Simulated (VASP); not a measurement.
# LiCl (I4/mmm) in VASP: a series of runs, part 2 of 2

VASP 6.6.1. Earlier steps stand in the parts before.

### 4 Single point, r2SCAN (strain +0.050 along x and y, +0.000 along z)

Contents of POSCAR:

```
LiCl
1.0
    0.0000000000      2.6929980000      2.5647600000
    2.6929980000      0.0000000000      2.5647600000
    2.6929980000      2.6929980000      0.0000000000
Li Cl
1 1
Direct
    0.0000000000      0.0000000000      0.0000000000
    0.5000000000      0.5000000000      0.5000000000
```

Contents of INCAR.step1:

```
PREC     = Accurate       # precision mode
ENCUT    = 520            # plane-wave cutoff, eV
ISMEAR   = 0              # smearing method
SIGMA    = 0.05           # smearing width, eV
LREAL    = F              # projectors in reciprocal space
LASPH    = T              # aspherical terms in the spheres
NELM     = 100            # most SCF steps
NBANDS   = 12             # bands
GGA      = PE             # functional
ALGO     = Normal         # electronic algorithm
EDIFF    = 1E-4           # SCF threshold, eV
LWAVE    = T              # write WAVECAR
LCHARG   = F              # write CHGCAR
```

Contents of INCAR.step2:

```
PREC     = Accurate       # precision mode
ENCUT    = 520            # plane-wave cutoff, eV
EDIFF    = 1E-6           # SCF threshold, eV
ISMEAR   = 0              # smearing method
SIGMA    = 0.05           # smearing width, eV
LREAL    = F              # projectors in reciprocal space
LASPH    = T              # aspherical terms in the spheres
NELM     = 100            # most SCF steps
ALGO     = Normal         # electronic algorithm
ISIF     = 2              # what is computed and relaxed
LWAVE    = F              # write WAVECAR
LCHARG   = T              # write CHGCAR
METAGGA  = R2SCAN         # meta-GGA
LMIXTAU  = T            
LELF     = T              # ELF
LVHAR    = T            
NBANDS   = 12             # bands
ISTART   = 1
```

Contents of KPOINTS:

```
regular mesh
0
Gamma
  8 8 8
```

Potentials or basis: VASP PAW PBE potentials, release 64 (Li_sv, Cl).

The run is started by

```console
$ cat potpaw_PBE.64/Li_sv/POTCAR potpaw_PBE.64/Cl/POTCAR > POTCAR
$ cp INCAR.step1 INCAR
$ mpirun -np 1 vasp_std > vasp.out
$ cp INCAR.step2 INCAR
$ mpirun -np 1 vasp_std > vasp.out
```

OUTCAR:

```text
PREC = Accurate
   ENCUT = 520
   EDIFF = 1E-6
   ISMEAR = 0
   LREAL = F
   LASPH = T
   NELM = 100
   ISIF = 2
   METAGGA = R2SCAN
   ISTART = 1

 ion  position               nearest neighbor table
   1  0.000  0.000  0.000-   2 2.56   2 2.56
   2  0.500  0.500  0.500-   1 2.56   1 2.56

  LATTYP: Found a body centered tetragonal cell.
 ALAT       =     3.8084742950
 C/A-ratio  =     1.3468700594

  Lattice vectors:

 A1 = (   0.0000000000,  -2.6929980000,  -2.5647600000)
 A2 = (   0.0000000000,   2.6929980000,  -2.5647600000)
 A3 = (   2.6929980000,   0.0000000000,   2.5647600000)

Analysis of symmetry for initial positions (statically):
=====================================================================
 Subroutine PRICEL returns:
 Original cell was already a primitive cell.

 Routine SETGRP: Setting up the symmetry group for a
 body centered tetragonal supercell.

 Subroutine GETGRP returns: Found 16 space group operations
 (whereof 16 operations were pure point group operations)
 out of a pool of 16 trial point group operations.

The static configuration has the point symmetry D_4h.

Analysis of symmetry for dynamics (positions and initial velocities):
=====================================================================
 Subroutine PRICEL returns:
 Original cell was already a primitive cell.

 Routine SETGRP: Setting up the symmetry group for a
 body centered tetragonal supercell.

 Subroutine GETGRP returns: Found 16 space group operations
 (whereof 16 operations were pure point group operations)
 out of a pool of 16 trial point group operations.

The dynamic configuration has the point symmetry D_4h.

 Subroutine INISYM returns: Found 16 space group operations
 (whereof 16 operations are pure point group operations),
 and found     1 'primitive' translations

----------------------------------------------------------------------------------------

                                     Primitive cell

  volume of cell :      37.2005

  direct lattice vectors                    reciprocal lattice vectors
     0.000000000  2.692998000  2.564760000    -0.185666681  0.185666681  0.194950015
     2.692998000  0.000000000  2.564760000     0.185666681 -0.185666681  0.194950015
     2.692998000  2.692998000  0.000000000     0.185666681  0.185666681 -0.194950015

  length of vectors
     3.718902000  3.718902000  3.808474295     0.327031712  0.327031712  0.327031712

  position of ions in fractional coordinates (direct lattice)
     0.000000000  0.000000000  0.000000000
     0.500000000  0.500000000  0.500000000

  ion indices of the primitive-cell ions
   primitive index   ion index
                 1           1
                 2           2

----------------------------------------------------------------------------------------

 KPOINTS: regular mesh

Automatic generation of k-mesh.
 Grid dimensions read from file:
 generate k-points for:    8    8    8

 Generating k-lattice:

  Cartesian coordinates                     Fractional coordinates (reciprocal lattice)
    -0.023208335  0.023208335  0.024368752     0.125000000  0.000000000  0.000000000
     0.023208335 -0.023208335  0.024368752     0.000000000  0.125000000  0.000000000
     0.023208335  0.023208335 -0.024368752    -0.000000000 -0.000000000  0.125000000

  Length of vectors
     0.040878964  0.040878964  0.040878964

  Shift w.r.t. Gamma in fractional coordinates (k-lattice)
     0.000000000  0.000000000  0.000000000

 Subroutine IBZKPT returns following result:
 ===========================================

 Found     59 irreducible k-points:

 Following reciprocal coordinates:
            Coordinates               Weight
  0.000000  0.000000  0.000000      1.000000
  0.125000  0.000000  0.000000      8.000000
  0.250000  0.000000  0.000000      8.000000
  0.375000  0.000000  0.000000      8.000000
  0.500000  0.000000  0.000000      4.000000
  0.125000  0.125000  0.000000      2.000000
[... 16 lines left out ...]
  0.250000  0.000000  0.125000     16.000000
  0.375000  0.000000  0.125000     16.000000
 [... further k-points ...]
   k-points           NKPTS =     59   k-points in BZ     NKDIM =     59   number of bands    NBANDS=     12
   number of dos      NEDOS =    301   number of ions     NIONS =      2
   total plane-waves  NPLWV =  21952
   dimension x,y,z NGX =    28 NGY =   28 NGZ =   28
   dimension x,y,z NGXF=    56 NGYF=   56 NGZF=   56
   ions per type =               1   1
   NGX,Y,Z   is equivalent  to a cutoff of  12.52, 12.52, 12.22 a.u.
   NGXF,Y,Z  is equivalent  to a cutoff of  25.03, 25.03, 24.44 a.u.
 SYSTEM =  unknown system
   PREC   = accura    normal or accurate (medium, high low for compatibility)
   ISTART =      1    job   : 0-new  1-cont  2-samecut
   ICHARG =      0    charge: 1-file 2-atom 10-const
   ISPIN  =      1    spin polarized calculation?
   LNONCOLLINEAR =      F non collinear calculations
   LSORBIT =      F    spin-orbit coupling
   LASPH  =      T    aspherical Exc in radial PAW
   ENCUT  =  520.0 eV  38.22 Ry    6.18 a.u.   6.91  6.91  7.08*2*pi/ulx,y,z
   NELM   =    100;   NELMIN=  2; NELMDL=  0     # of ELM steps
   EDIFF  = 0.1E-05   stopping-criterion for ELM
   LREAL  =      F    real-space projection
   EDIFFG = 0.1E-04   stopping-criterion for IOM
   NSW    =      0    number of steps for IOM
   IBRION =     -1    ionic relax: 0-MD 1-quasi-New 2-CG
   NFREE  =      0    steps in history (QN), initial steepest desc. (CG)
   ISIF   =      2    stress and relaxation
   ISYM   =      2    0-nonsym 1-usesym 2-fastsym
   POTIM  = 0.5000    time-step for ionic-motion
   TEBEG  =    0.0;   TEEND  =   0.0 temperature during run
   PSTRESS=    0.0 pullay stress
   NELECT =      10.0000    total number of electrons
   NUPDOWN=      -1.0000    fix difference up-down
   EMIN   =  10.00;   EMAX   =-10.00  energy-range for DOS
   EFERMI =   0.00;   METHOD = LEGACY
   ISMEAR =     0;   SIGMA  =   0.05  broadening in eV -4-tet -1-fermi 0-gaus
   EFERMI_NEDOS =   21; number of points for ismear=-14 and -15
   IALGO  =     38    algorithm
   IMIX   =      4    mixing-type and parameters
     AMIX     =   0.40;   BMIX     =  1.00
     AMIX_MAG =   1.60;   BMIX_MAG =  1.00
  volume/ion in A,a.u.               =      18.60       125.52
  Fermi-wavevector in a.u.,A,eV,Ry     =   1.056554  1.996598 15.188284  1.116307
  Thomas-Fermi vector in A             =   2.191795
   LORBIT       =      0    0 simple, 1 ext, 2 COOP (PROOUT), +10 PAW based schemes
   METAGGA = R2SCAN    functional components
   LHFCALC =     F    Hartree Fock is set to
   AEXX    =    0.0000 exact exchange contribution
   IVDW    =     0    specifies the selected vdW correction
   LEPSILON=     F    determine dielectric tensor
   LRPA    =     F    only Hartree local field effects (RPA)
 non-spin polarized calculation
 Gauss-broadening in eV      SIGMA  =   0.05
  energy-cutoff  :      520.00
  volume of cell :       37.20
 maximum number of plane-waves:      1014
   NGX = 13   NGY = 13   NGZ = 15

 number of electron       9.9999995 magnetization

 Free energy of the ion-electron system (eV)
  ---------------------------------------------------
  ext. energy  EPLUGINS =         0.00000000
  ---------------------------------------------------
  free energy    TOTEN  =       -12.53578962 eV

  energy without entropy =      -12.53578962  energy(sigma->0) =      -12.53578962

 E-fermi :  -0.1240     XC(G=0):  -8.7145

 val. band max:       -0.4589687703   @ k =   0.0000   0.0000   0.0000
 cond. band min:       6.2533457692   @ k =   0.0000   0.0000   0.0000
 fundamental gap:      6.7123145395
 Fermi energy:        -0.1240045851

 k-point     1 :       0.0000    0.0000    0.0000
  band No.  band energies     occupation
      1     -45.5002      2.00000
      2     -14.1634      2.00000
      3      -0.5984      2.00000
      4      -0.4590      2.00000
      5      -0.4590      2.00000
      6       6.2533      0.00000
      7      11.9525      0.00000
      8      11.9526      0.00000
      9      12.3412      0.00000
     10      14.2637      0.00000
     11      14.4432      0.00000
     12      14.4449      0.00000
[... 331 lines left out ...]
 k-point    24 :       0.3750    0.0000    0.1250
  band No.  band energies     occupation
      1     -45.4989      2.00000
      2     -13.7896      2.00000
      3      -2.4005      2.00000
      4      -0.9229      2.00000
      5      -0.8505      2.00000
      6       7.7100      0.00000
      7       9.7351      0.00000
      8      10.8781      0.00000
      9      11.1825      0.00000
     10      14.3374      0.00000
     11      16.2162      0.00000
     12      16.9818      0.00000

 [... further k-points ...]
[... 5 lines left out ...]
  --------------------------------------------------------------------------------------
  -------------------------------------------------------------------------------------
  Total       -0.8410218     -0.8410218     -0.6483369      0.0000000      0.0000000      0.0000000
  in kB      -36.2217187    -36.2217187    -27.9230276      0.0000000      0.0000000      0.0000000
  external PRESSURE =     -33.4554884 kB  Pullay stress =       0.0000000 kB

 VOLUME and BASIS-vectors are now :
 -----------------------------------------------------------------------------
  energy-cutoff  :      520.00
  volume of cell :       37.20
      direct lattice vectors                 reciprocal lattice vectors
     0.000000000  2.692998000  2.564760000    -0.185666681  0.185666681  0.194950015
     2.692998000  0.000000000  2.564760000     0.185666681 -0.185666681  0.194950015
     2.692998000  2.692998000  0.000000000     0.185666681  0.185666681 -0.194950015

 POSITION                                       TOTAL-FORCE (eV/Angst)
 -----------------------------------------------------------------------------------
      0.00000      0.00000      0.00000         0.000000     -0.000000      0.000000
      2.69300      2.69300      2.56476        -0.000000      0.000000      0.000000
 -----------------------------------------------------------------------------------
    total drift:                                0.000000      0.000000      0.000000

  FREE ENERGIE OF THE ION-ELECTRON SYSTEM (eV)
  ---------------------------------------------------
  free  energy   TOTEN  =       -12.5357896232 eV

  energy  without entropy=      -12.5357896232  energy(sigma->0) =      -12.53578962
```

Run time: 71 s. Hardware: 1 thread of Intel Xeon Platinum 8488C (Sapphire Rapids), shared host; peak memory 0.17 GiB.

What came out:

```yaml
Free_energy: -12.5358 eV
Band_gap_on_the_k_mesh: 6.71 eV, direct
```

Caveat: the cell differs from its parent crystal (strain +0.050 along x and y, +0.000 along z); the cutoff is under 1.25 times the usual one of these potentials, so pressure, stress and relaxed cells hold a basis-set (Pulay) error; the PAW data sets were made with another functional, which shifts forces and pressure a little. A k mesh can miss the band edges.

### 5 Overview

| cell | gap on the mesh (eV) |
| --- | --- |
| a = 3.632, b = 3.632, c = 3.808 Å, angles 58.4, 58.4, 63.2°, 2 atoms | 6.91 |
| a = 3.675, b = 3.675, c = 3.808 Å, angles 58.8, 58.8, 62.4°, 2 atoms | 6.81 |
| a = 3.719, b = 3.719, c = 3.808 Å, angles 59.2, 59.2, 61.6°, 2 atoms | 6.71 |

Alike in all rows: task single point; level r2SCAN; potentials or basis VASP PAW PBE potentials, release 64 (Li_sv, Cl); no spin polarisation; k mesh 8 × 8 × 8; cutoff (eV) 520; smearing gaussian 0.05 eV.

Caveats: the cutoff is under 1.25 times the usual one of these potentials, so pressure, stress and relaxed cells hold a basis-set (Pulay) error; the PAW data sets were made with another functional, which shifts forces and pressure a little.

Absolute energies hang on the potentials; compare differences alone.
